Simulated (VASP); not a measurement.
# TiAl2 (Cmmm) in VASP: notebook, part 2 of 3

VASP 6.6.1. Earlier steps stand in the parts before.

## Step 3: Single point, LDA

This run uses another cell than the first one, of the same volume but with other edges.

INCAR

```
SYSTEM = TiAl2
PREC = Accurate ; ENCUT = 520
EDIFF = 1E-6 ; ISMEAR = 0
SIGMA = 0.15 ; LREAL = .False.
LASPH = .True. ; NELM = 100
ALGO = Fast ; ISIF = 2
LWAVE = .False. ; LCHARG = .False.
NBANDS = 27
```

KPOINTS

```
Automatic mesh
0
Gamma
  12 12 12
  0 0 0
```

POSCAR

```
TiAl2
1.0
    1.9490514646     -6.0266765161      0.0000000000
    1.9490514646      6.0266765161      0.0000000000
    0.0000000000      0.0000000000      3.8616017952
Ti Al
2 4
Direct
    0.6560576955      0.3439423045      0.0000000000
    0.3439423045      0.6560576955      0.0000000000
    0.0000000000      0.0000000000      0.0000000000
    0.8269820961      0.1730179039      0.5000000000
    0.1730179039      0.8269820961      0.5000000000
    0.5000000000      0.5000000000      0.5000000000
```

Potentials or basis: VASP PAW LDA potentials, release 64 (Ti_sv, Al).

Command:

```bash
$ cat potpaw_LDA.64/Ti_sv/POTCAR potpaw_LDA.64/Al/POTCAR > POTCAR
$ mpirun -np 1 vasp_std > vasp.out
```

OUTCAR:

```text
SYSTEM = TiAl2
   PREC = Accurate
   ENCUT = 520
   EDIFF = 1E-6
   ISMEAR = 0
   LREAL = .False.
   LASPH = .True.
   NELM = 100
   ISIF = 2

 ion  position               nearest neighbor table
   1  0.656  0.344  0.000-   6 2.70   6 2.70   3 2.71   3 2.71   5 2.75   5 2.75   5 2.75   5 2.75
                             4 2.82   4 2.82
   2  0.344  0.656  0.000-   6 2.70   6 2.70   3 2.71   3 2.71   4 2.75   4 2.75   4 2.75   4 2.75
                             5 2.82   5 2.82
   3  0.000  0.000  0.000-   1 2.71   2 2.71   1 2.71   2 2.71   6 2.74   6 2.74   6 2.74   6 2.74
                             4 2.84   4 2.84   5 2.84   5 2.84
   4  0.827  0.173  0.500-   5 2.69   5 2.69   2 2.75   2 2.75   2 2.75   2 2.75   1 2.82   1 2.82
                             3 2.84   3 2.84   6 2.85   6 2.85
   5  0.173  0.827  0.500-   4 2.69   4 2.69   1 2.75   1 2.75   1 2.75   1 2.75   2 2.82   2 2.82
                             3 2.84   3 2.84   6 2.85   6 2.85
   6  0.500  0.500  0.500-   1 2.70   2 2.70   1 2.70   2 2.70   3 2.74   3 2.74   3 2.74   3 2.74
                             5 2.85   4 2.85   5 2.85   4 2.85

  LATTYP: Found a base centered orthorhombic cell.
 ALAT       =     3.8981029292
 B/A-ratio  =     3.0921074305
 C/A-ratio  =     0.9906361800

  Lattice vectors:

 A1 = (   1.9490514646,  -6.0266765161,   0.0000000000)
 A2 = (   1.9490514646,   6.0266765161,   0.0000000000)
 A3 = (   0.0000000000,   0.0000000000,   3.8616017952)

Analysis of symmetry for initial positions (statically):
=====================================================================
 Subroutine PRICEL returns:
 Original cell was already a primitive cell.

 Routine SETGRP: Setting up the symmetry group for a
 base centered orthorhombic supercell.

 Subroutine GETGRP returns: Found  8 space group operations
 (whereof  8 operations were pure point group operations)
 out of a pool of  8 trial point group operations.

The static configuration has the point symmetry D_2h.

Analysis of symmetry for dynamics (positions and initial velocities):
=====================================================================
 Subroutine PRICEL returns:
 Original cell was already a primitive cell.

 Routine SETGRP: Setting up the symmetry group for a
 base centered orthorhombic supercell.

 Subroutine GETGRP returns: Found  8 space group operations
 (whereof  8 operations were pure point group operations)
 out of a pool of  8 trial point group operations.

The dynamic configuration has the point symmetry D_2h.

 Subroutine INISYM returns: Found  8 space group operations
 (whereof  8 operations are pure point group operations),
 and found     1 'primitive' translations

----------------------------------------------------------------------------------------

                                     Primitive cell

  volume of cell :      90.7191

  direct lattice vectors                    reciprocal lattice vectors
     1.949051465 -6.026676516  0.000000000     0.256535042 -0.082964466  0.000000000
     1.949051465  6.026676516  0.000000000     0.256535042  0.082964466  0.000000000
     0.000000000  0.000000000  3.861601795     0.000000000  0.000000000  0.258959896

  length of vectors
     6.334005955  6.334005955  3.861601795     0.269617007  0.269617007  0.258959896

[... 39 lines left out ...]
 ===========================================

 Found    301 irreducible k-points:

 Following reciprocal coordinates:
            Coordinates               Weight
  0.000000  0.000000  0.000000      1.000000
  0.083333  0.000000  0.000000      4.000000
  0.166667  0.000000  0.000000      4.000000
  0.250000  0.000000  0.000000      4.000000
  0.333333 -0.000000  0.000000      4.000000
  0.416667  0.000000  0.000000      4.000000
[... 16 lines left out ...]
  0.500000  0.166667  0.000000      4.000000
 -0.416667  0.166667  0.000000      4.000000
 [... further k-points ...]
   k-points           NKPTS =    301   k-points in BZ     NKDIM =    301   number of bands    NBANDS=     27
   number of dos      NEDOS =    301   number of ions     NIONS =      6
   total plane-waves  NPLWV =  69120
   dimension x,y,z NGX =    48 NGY =   48 NGZ =   30
   dimension x,y,z NGXF=    96 NGYF=   96 NGZF=   60
   ions per type =               2   4
   NGX,Y,Z   is equivalent  to a cutoff of  12.60, 12.60, 12.92 a.u.
   NGXF,Y,Z  is equivalent  to a cutoff of  25.20, 25.20, 25.83 a.u.
 SYSTEM =  TiAl2
   PREC   = accura    normal or accurate (medium, high low for compatibility)
   ISTART =      0    job   : 0-new  1-cont  2-samecut
   ICHARG =      2    charge: 1-file 2-atom 10-const
   ISPIN  =      1    spin polarized calculation?
   LNONCOLLINEAR =      F non collinear calculations
   LSORBIT =      F    spin-orbit coupling
   LASPH  =      T    aspherical Exc in radial PAW
   ENCUT  =  520.0 eV  38.22 Ry    6.18 a.u.  11.78 11.78  7.18*2*pi/ulx,y,z
   NELM   =    100;   NELMIN=  2; NELMDL= -5     # of ELM steps
   EDIFF  = 0.1E-05   stopping-criterion for ELM
   LREAL  =      F    real-space projection
   EDIFFG = 0.1E-04   stopping-criterion for IOM
   NSW    =      0    number of steps for IOM
   IBRION =     -1    ionic relax: 0-MD 1-quasi-New 2-CG
   NFREE  =      0    steps in history (QN), initial steepest desc. (CG)
   ISIF   =      2    stress and relaxation
   ISYM   =      2    0-nonsym 1-usesym 2-fastsym
   POTIM  = 0.5000    time-step for ionic-motion
   TEBEG  =    0.0;   TEEND  =   0.0 temperature during run
   PSTRESS=    0.0 pullay stress
   NELECT =      36.0000    total number of electrons
   NUPDOWN=      -1.0000    fix difference up-down
   EMIN   =  10.00;   EMAX   =-10.00  energy-range for DOS
   EFERMI =   0.00;   METHOD = LEGACY
   ISMEAR =     0;   SIGMA  =   0.15  broadening in eV -4-tet -1-fermi 0-gaus
   EFERMI_NEDOS =   21; number of points for ismear=-14 and -15
   IALGO  =     68    algorithm
   IMIX   =      4    mixing-type and parameters
     AMIX     =   0.40;   BMIX     =  1.00
     AMIX_MAG =   1.60;   BMIX_MAG =  1.00
  volume/ion in A,a.u.               =      15.12       102.03
  Fermi-wavevector in a.u.,A,eV,Ry     =   1.203029  2.273395 19.691424  1.447279
  Thomas-Fermi vector in A             =   2.338794
   LORBIT       =      0    0 simple, 1 ext, 2 COOP (PROOUT), +10 PAW based schemes
   GGA     = CA    functional components
   LHFCALC =     F    Hartree Fock is set to
   AEXX    =    0.0000 exact exchange contribution
   IVDW    =     0    specifies the selected vdW correction
   LEPSILON=     F    determine dielectric tensor
   LRPA    =     F    only Hartree local field effects (RPA)
 non-spin polarized calculation
 RMM-DIIS sequential band-by-band and
 Gauss-broadening in eV      SIGMA  =   0.15
  energy-cutoff  :      520.00
  volume of cell :       90.72
 maximum number of plane-waves:      2470
   NGX = 23   NGY = 23   NGZ = 15

 number of electron      36.0000005 magnetization

 Free energy of the ion-electron system (eV)
  ---------------------------------------------------
  ext. energy  EPLUGINS =         0.00000000
  ---------------------------------------------------
  free energy    TOTEN  =       -36.55914154 eV

  energy without entropy =      -36.52928604  energy(sigma->0) =      -36.54421379

 E-fermi :   8.8143     XC(G=0): -11.2699

 val. band max:        8.8128956814   @ k =   0.4167   0.2500   0.0000
 cond. band min:       8.8163050540   @ k =   0.3333   0.3333   0.3333
 fundamental gap:      0.0034093726
 Fermi energy:         8.8143010987

 k-point     1 :       0.0000    0.0000    0.0000
  band No.  band energies     occupation
      1     -47.0823      2.00000
      2     -47.0498      2.00000
      3     -23.8227      2.00000
      4     -23.8079      2.00000
      5     -23.7872      2.00000
      6     -23.7868      2.00000
[... 709 lines left out ...]
     26      12.3894      0.00000
     27      12.8574      0.00000

 [... further k-points ...]
[... 5 lines left out ...]
  --------------------------------------------------------------------------------------
  -------------------------------------------------------------------------------------
  Total       -0.5088765     -0.6509822      1.4165217      0.0000000      0.0000000      0.0000000
  in kB       -8.9871977    -11.4969075     25.0169956      0.0000000      0.0000000      0.0000000
  external PRESSURE =       1.5109635 kB  Pullay stress =       0.0000000 kB

 VOLUME and BASIS-vectors are now :
 -----------------------------------------------------------------------------
  energy-cutoff  :      520.00
  volume of cell :       90.72
      direct lattice vectors                 reciprocal lattice vectors
     1.949051465 -6.026676516  0.000000000     0.256535042 -0.082964466  0.000000000
     1.949051465  6.026676516  0.000000000     0.256535042  0.082964466  0.000000000
     0.000000000  0.000000000  3.861601795     0.000000000  0.000000000  0.258959896

 POSITION                                       TOTAL-FORCE (eV/Angst)
 -----------------------------------------------------------------------------------
      1.94905     -1.88102      0.00000         0.000000      0.063541      0.000000
      1.94905      1.88102      0.00000         0.000000     -0.063541      0.000000
      0.00000      0.00000      0.00000         0.000000      0.000000      0.000000
      1.94905     -3.94123      1.93080         0.000000      0.011320      0.000000
      1.94905      3.94123      1.93080         0.000000     -0.011320     -0.000000
      1.94905      0.00000      1.93080        -0.000000     -0.000000      0.000000
 -----------------------------------------------------------------------------------
    total drift:                                0.000000      0.000000      0.000000

  FREE ENERGIE OF THE ION-ELECTRON SYSTEM (eV)
  ---------------------------------------------------
  free  energy   TOTEN  =       -36.5591415401 eV

  energy  without entropy=      -36.5292860446  energy(sigma->0) =      -36.54421379
```

OSZICAR:

```text
N       E                     dE             d eps       ncg     rms          rms(c)
DAV:   1     0.331230370922E+03    0.33123E+03   -0.16606E+04 16334   0.135E+03
DAV:   2    -0.205757654507E+01   -0.33329E+03   -0.32452E+03 16356   0.400E+02
DAV:   3    -0.368345905635E+02   -0.34777E+02   -0.34093E+02 28260   0.109E+02
[... 22 lines left out ...]
RMM:  26    -0.365591397699E+02    0.16650E-05   -0.28504E-05 24899   0.277E-02    0.271E-02
RMM:  27    -0.365591399753E+02   -0.20545E-06   -0.25043E-05 24081   0.236E-02    0.156E-02
RMM:  28    -0.365591406164E+02   -0.64109E-06   -0.13229E-05 20228   0.155E-02    0.116E-02
RMM:  29    -0.365591411825E+02   -0.56609E-06   -0.13206E-05 21751   0.154E-02    0.543E-03
RMM:  30    -0.365591415401E+02   -0.35763E-06   -0.59275E-06 17414   0.110E-02
   1 F= -.36559142E+02 E0= -.36544214E+02  d E =-.298555E-01
```

Wall time 35 min (1 thread of Intel Xeon Platinum 8259CL at 2.50GHz (Skylake/Cascade Lake), shared host); peak memory 0.66 GiB.

What came out:

```yaml
Free_energy: -36.5591 eV
Pressure: 0.2 GPa
Largest_force: 0.064 eV/Å
Band_gap_on_the_k_mesh: zero (band 18 reaches 9.74 eV, above the bottom of band 19 at 8.10 eV)
```

Forces on the atoms (eV/Å):
```
Ti   0.000  0.064  0.000
Ti   0.000 -0.064  0.000
Al   0.000  0.000  0.000
Al   0.000  0.011  0.000
Al   0.000 -0.011  0.000
Al   0.000  0.000  0.000
```

(Continued in part 3 of 3.)
